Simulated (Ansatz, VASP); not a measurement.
Al3P2 in VASP and in Ansatz

File INCAR:

```
SYSTEM = Al3P2
PREC     = Accurate       ! precision mode
ENCUT    = 520            ! plane-wave cutoff, eV
EDIFF    = 1E-7           ! SCF threshold, eV
ISMEAR   = 0              ! smearing method
SIGMA    = 0.1            ! smearing width, eV
LREAL    = .False.        ! projectors in reciprocal space
LASPH    = .True.         ! aspherical terms in the spheres
NELM     = 80             ! most SCF steps
ALGO     = Normal         ! electronic algorithm
ISIF     = 2              ! what is computed and relaxed
LWAVE    = .False.        ! write WAVECAR
LCHARG   = .False.        ! write CHGCAR
GGA      = PE             ! functional
NBANDS   = 18             ! bands
```

KPOINTS

```
regular mesh
0
Gamma
  6 6 4
  0 0 0
```

Contents of POSCAR:

```
Al3P2
1.0
    4.2538767800      0.0000000000      0.0000000000
   -2.1269383900      3.6839653600      0.0000000000
    0.0000000000      0.0000000000      5.2236065400
Al P
3 2
Direct
    0.0000000000      0.0000000000      0.7454000100
    0.0000000000      0.0000000000      0.2545999900
    0.6666666700      0.3333333300      0.0000000000
    0.6666666700      0.3333333300      0.5000000000
    0.3333333300      0.6666666700      0.0000000000
```

Input for Ansatz:

```yaml
crystal:
  lattice:
    - [4.25387678, 0.0, 0.0]
    - [-2.12693839, 3.68396536, 0.0]
    - [0.0, 0.0, 5.22360654]
  atoms:
    - { symbol: Al, position: [0.0, 0.0, 0.74540001] }
    - { symbol: Al, position: [0.0, 0.0, 0.25459999] }
    - { symbol: Al, position: [0.66666667, 0.33333333, 0.0] }
    - { symbol: P, position: [0.66666667, 0.33333333, 0.5] }
    - { symbol: P, position: [0.33333333, 0.66666667, 0.0] }
basis:
  ecutwfc: 420
kpoints:
  mp_grid: { grid: [6, 6, 4] }
hamiltonian:
  xc: pbe
scf:
  occupations: { method: gaussian, width: 0.1 }
  lower_state_search: "off"
output:
  forces: true
  stress: true
  eigenvalues: true
```

Change from the starting cell: species swapped into the Fe3Ge2 type (P-6m2, No. 187).

Alike in both runs: task single point; functional PBE; k mesh 6 × 6 × 4; occupations gaussian, width 0.1 eV; no spin polarisation.

|  | VASP | Ansatz |
| --- | --- | --- |
| version | VASP 6.6.1 | Ansatz 0.2.0 |
| potentials or method | VASP PAW PBE potentials, release 64 (Al, P), cutoff 520 eV | scalar-relativistic, plane waves, PAW |
| valence electrons in the cell | 19 | 19 |

```csv
,VASP,Ansatz,Ansatz less VASP
gap on the k mesh at the Fermi level (eV),none,none,-
pressure (GPa),3.2,3.3,+0.08
"traceless stress, the component that is largest in VASP (GPa)",3.45,3.43,-0.017
rms of the force components (eV/Å),0.129,0.129,-0.0002
```

Atom by atom the forces differ by 0.000 eV/Å (rms over components). A gap of «none» marks a metal or a gap that the smearing closes.
